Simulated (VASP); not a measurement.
# Mo (P6/mmm) in VASP: further runs, part 2 of 2

VASP 6.6.1. The steps go on from the part before.

## Step 4: Single point, PBEsol

Input file INCAR:

```
SYSTEM = Mo
ALGO     = Normal         ! electronic algorithm
EDIFF    = 1E-6           ! SCF threshold, eV
ENCUT    = 500            ! plane-wave cutoff, eV
GGA      = PS             ! functional
GGA_COMPAT= .False.      
ISIF     = 2              ! what is computed and relaxed
ISMEAR   = 1              ! smearing method
LASPH    = .True.         ! aspherical terms in the spheres
LCHARG   = .True.         ! write CHGCAR
LELF     = .True.         ! ELF
LREAL    = .False.        ! projectors in reciprocal space
LVHAR    = .True.       
LWAVE    = .False.        ! write WAVECAR
NBANDS   = 13             ! bands
NELM     = 120            ! most SCF steps
PREC     = Accurate       ! precision mode
SIGMA    = 0.1            ! smearing width, eV
```

Input file KPOINTS:

```
k-points
0
Gamma
  8 8 7
  0 0 0
```

Input file POSCAR:

```
Mo
1.0
    2.7355104000      0.0000000000      0.0000000000
   -1.3677552000      2.3690214987      0.0000000000
    0.0000000000      0.0000000000      2.5551807000
Mo
1
Direct
    0.0000000000      0.0000000000      0.5000000000
```

Potentials or basis: VASP PAW PBE potentials, release 64 (Mo_sv).

Run with:

```
cat potpaw_PBE.64/Mo_sv/POTCAR > POTCAR
mpirun -np 1 vasp_std > vasp.out
```

OUTCAR:

```text
SYSTEM = Mo
   EDIFF = 1E-6
   ENCUT = 500
   GGA = PS
   ISIF = 2
   ISMEAR = 1
   LASPH = .True.
   LREAL = .False.
   NELM = 120
   PREC = Accurate

 ion  position               nearest neighbor table
   1  0.000  0.000  0.500-

  LATTYP: Found a hexagonal cell.
 ALAT       =     2.7355104000
 C/A-ratio  =     0.9340782254

  Lattice vectors:

 A1 = (   2.7355104000,   0.0000000000,   0.0000000000)
 A2 = (  -1.3677552000,   2.3690214987,   0.0000000000)
 A3 = (   0.0000000000,   0.0000000000,   2.5551807000)

Analysis of symmetry for initial positions (statically):
=====================================================================
 Subroutine PRICEL returns:
 Original cell was already a primitive cell.

 Routine SETGRP: Setting up the symmetry group for a
 hexagonal supercell.

 Subroutine GETGRP returns: Found 24 space group operations
 (whereof 24 operations were pure point group operations)
 out of a pool of 24 trial point group operations.

The static configuration has the point symmetry D_6h.

Analysis of symmetry for dynamics (positions and initial velocities):
=====================================================================
 Subroutine PRICEL returns:
 Original cell was already a primitive cell.

 Routine SETGRP: Setting up the symmetry group for a
 hexagonal supercell.

 Subroutine GETGRP returns: Found 24 space group operations
 (whereof 24 operations were pure point group operations)
 out of a pool of 24 trial point group operations.

The dynamic configuration has the point symmetry D_6h.

 Subroutine INISYM returns: Found 24 space group operations
 (whereof 24 operations are pure point group operations),
 and found     1 'primitive' translations

----------------------------------------------------------------------------------------

                                     Primitive cell

[... 113 lines left out ...]
   GGA     = PS    functional components
   LHFCALC =     F    Hartree Fock is set to
   AEXX    =    0.0000 exact exchange contribution
   IVDW    =     0    specifies the selected vdW correction
   LEPSILON=     F    determine dielectric tensor
   LRPA    =     F    only Hartree local field effects (RPA)
 non-spin polarized calculation
 Methfessel and Paxton  Order N= 1 SIGMA  =   0.10
  energy-cutoff  :      500.00
  volume of cell :       16.56
 maximum number of plane-waves:       431
 NGX is ok and might be reduce to    20
   NGX =  9   NGY =  9   NGZ =  9

 number of electron      14.0000002 magnetization

 Free energy of the ion-electron system (eV)
  ---------------------------------------------------
  ext. energy  EPLUGINS =         0.00000000
  ---------------------------------------------------
  free energy    TOTEN  =       -10.84439059 eV

  energy without entropy =      -10.84465567  energy(sigma->0) =      -10.84447895

 E-fermi :  11.4813     XC(G=0): -13.1191

 val. band max:       11.4469167361   @ k =   0.3750   0.1250   0.2857
 cond. band min:      11.5424620682   @ k =   0.2500   0.0000   0.4286
 fundamental gap:      0.0955453321
 Fermi energy:        11.4813213916

 k-point     1 :       0.0000    0.0000    0.0000
  band No.  band energies     occupation
      1     -49.5286      2.00000
      2     -22.8174      2.00000
      3     -22.8174      2.00000
      4     -22.7952      2.00000
      5       4.6085      2.00000
      6       7.0778      2.00000
      7      10.5332      2.00000
      8      10.5332      2.00000
      9      15.5365      0.00000
     10      15.5365      0.00000
     11      24.4399      0.00000
     12      27.1681      0.00000
     13      31.9315      0.00000
[... 354 lines left out ...]
  band No.  band energies     occupation
      1     -49.1955      2.00000
      2     -23.8659      2.00000
      3     -23.6813      2.00000
      4     -22.9862      2.00000
      5       7.3958      2.00000
      6       7.9799      2.00000
      7      12.2433     -0.00000
      8      12.2964     -0.00000
      9      14.8367      0.00000
     10      15.0494      0.00000
     11      22.5151      0.00000
     12      27.6885      0.00000
     13      29.1890      0.00000

 [... further k-points ...]

------------------------ aborting loop because EDIFF is reached ----------------------------------------

  FORCE on cell =-STRESS in cart. coord.  units (eV):
  Direction    XX          YY          ZZ          XY          YZ          ZX
  --------------------------------------------------------------------------------------
  -------------------------------------------------------------------------------------
  Total        0.0002655      0.0002655     -1.3387609      0.0000000      0.0000000      0.0000000
  in kB        0.0256905      0.0256905   -129.5342498      0.0000000      0.0000000      0.0000000
  external PRESSURE =     -43.1609563 kB  Pullay stress =       0.0000000 kB

 VOLUME and BASIS-vectors are now :
 -----------------------------------------------------------------------------
  energy-cutoff  :      500.00
  volume of cell :       16.56
      direct lattice vectors                 reciprocal lattice vectors
     2.735510400  0.000000000  0.000000000     0.365562492  0.211057603  0.000000000
    -1.367755200  2.369021499  0.000000000     0.000000000  0.422115207  0.000000000
     0.000000000  0.000000000  2.555180700     0.000000000  0.000000000  0.391361754

 POSITION                                       TOTAL-FORCE (eV/Angst)
 -----------------------------------------------------------------------------------
      0.00000      0.00000      1.27759         0.000000      0.000000      0.000000
 -----------------------------------------------------------------------------------
    total drift:                               -0.000000      0.000000     -0.000000

  FREE ENERGIE OF THE ION-ELECTRON SYSTEM (eV)
  ---------------------------------------------------
  free  energy   TOTEN  =       -10.8443905949 eV

  energy  without entropy=      -10.8446556673  energy(sigma->0) =      -10.84447895
```

OSZICAR:

```text
N       E                     dE             d eps       ncg     rms          rms(c)
DAV:   1     0.109270102185E+03    0.10927E+03   -0.89477E+03  1048   0.108E+03
DAV:   2    -0.100250635252E+02   -0.11930E+03   -0.11546E+03  1175   0.329E+02
DAV:   3    -0.113999292432E+02   -0.13749E+01   -0.13721E+01  1210   0.362E+01
DAV:   4    -0.114041454082E+02   -0.42162E-02   -0.42161E-02  1195   0.223E+00
DAV:   5    -0.114041788324E+02   -0.33424E-04   -0.33425E-04  1215   0.167E-01    0.141E+01
DAV:   6    -0.109136400487E+02    0.49054E+00   -0.63041E-01  1065   0.929E+00    0.425E+00
DAV:   7    -0.108482804714E+02    0.65360E-01   -0.11743E-01  1140   0.378E+00    0.719E-01
DAV:   8    -0.108443607714E+02    0.39197E-02   -0.37298E-03  1090   0.757E-01    0.105E-01
DAV:   9    -0.108443859057E+02   -0.25134E-04   -0.49603E-05  1230   0.814E-02    0.613E-02
DAV:  10    -0.108443904509E+02   -0.45452E-05   -0.75126E-06  1130   0.301E-02    0.461E-03
DAV:  11    -0.108443905949E+02   -0.14399E-06   -0.13477E-07   625   0.388E-03
   1 F= -.10844391E+02 E0= -.10844479E+02  d E =0.265072E-03
```

stdout:

```text
POSCAR found type information on POSCAR Mo
 POSCAR found :  1 types and       1 ions
 scaLAPACK will be used
 -----------------------------------------------------------------------------
|                                                                             |
|                                                                             |
|     You enforced a specific xc type in the INCAR file but a different       |
|     I HOPE YOU KNOW WHAT YOU ARE DOING!                                     |
|                                                                             |
 -----------------------------------------------------------------------------

 LDA part: xc-table for (Slater+PW92), standard interpolation
 POSCAR, INCAR and KPOINTS ok, starting setup
 FFT: planning ... GRIDC
 FFT: planning ... GRID_SOFT
 FFT: planning ... GRID
 WAVECAR not read
 entering main loop
```

It took 4.7 s on 1 thread of Intel Xeon Platinum 8559C (Emerald Rapids), shared host; peak memory 0.12 GiB.

What came out:

```
Free energy            : -10.8444 eV
Pressure               : -4.3 GPa
Band gap on the k mesh : zero (bands 7 and 8 overlap by 1.86 eV)
```

Levels at points of the mesh, in eV from the Fermi level:
| k point | band 5 | band 6 | band 7 | band 8 | band 9 | band 10 |
| --- | --- | --- | --- | --- | --- | --- |
| (0.00, 0.00, 0.00) | -6.87 | -4.40 | -0.95 | -0.95 | 4.06 | 4.06 |
| (0.50, 0.00, 0.00) | -4.98 | -3.22 | 0.92 | 0.99 | 3.38 | 4.39 |

Caveat: the cell stands under tension; the PAW data sets were made with another functional, which shifts forces and pressure a little.

## Step 5: Overview

```csv
smearing,gap on the mesh (eV),pressure (GPa)
methfessel-paxton 0.25 eV,none,-4.2
methfessel-paxton 0.15 eV,none,-4.3
methfessel-paxton 0.1 eV,none,-4.3
```

Alike in all rows: task single point; level PBEsol; potentials or basis VASP PAW PBE potentials, release 64 (Mo_sv); no spin polarisation; cell as given; k mesh 8 × 8 × 7; cutoff (eV) 500.

Caveats: the cell stands under tension; the PAW data sets were made with another functional, which shifts forces and pressure a little.

Total energies depend on the potentials used, so only differences within one code and one set of settings carry meaning.
